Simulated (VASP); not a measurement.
A run of VASP 6.6.1:

Contents of INCAR:

```
SYSTEM = Si4F
  ALGO = Normal
  EDIFF = 1E-6
  ENCUT = 520
  GGA = PE
  ISIF = 2
  ISMEAR = 0
  LASPH = .True.
  LCHARG = .False.
  LREAL = .False.
  LWAVE = .False.
  NBANDS = 20
  NELM = 100
  PREC = Accurate
  SIGMA = 0.1
```

File KPOINTS:

```
k-points
0
Gamma
  6 6 6
  0 0 0
```

The input POSCAR:

```
Si4F
1.0
   -2.1115983263      2.1115983263      4.6456514831
    2.1115983263     -2.1115983263      4.6456514831
    2.1115983263      2.1115983263     -4.6456514831
Si F
4 1
Direct
    0.7500000000      0.2500000000      0.5000000000
    0.2500000000      0.7500000000      0.5000000000
    0.3773779535      0.3773779535      0.0000000000
    0.6226220465      0.6226220465      0.0000000000
    0.0000000000      0.0000000000      0.0000000000
```

Potentials or basis: VASP PAW PBE potentials, release 64 (Si, F).

Launch:

```sh
$ cat potpaw_PBE.64/Si/POTCAR potpaw_PBE.64/F/POTCAR > POTCAR
$ mpirun -np 1 vasp_std > vasp.out
```

Hardware: 1 thread of Intel(R) Xeon(R) 6975P-C (Granite Rapids), on a shared host.

Estimate the wall time of this run.

It took 39 s on 1 thread of Intel(R) Xeon(R) 6975P-C (Granite Rapids), with other jobs on the host, peak memory 0.25 GiB. Counts: scf iterations 14, k points 30.
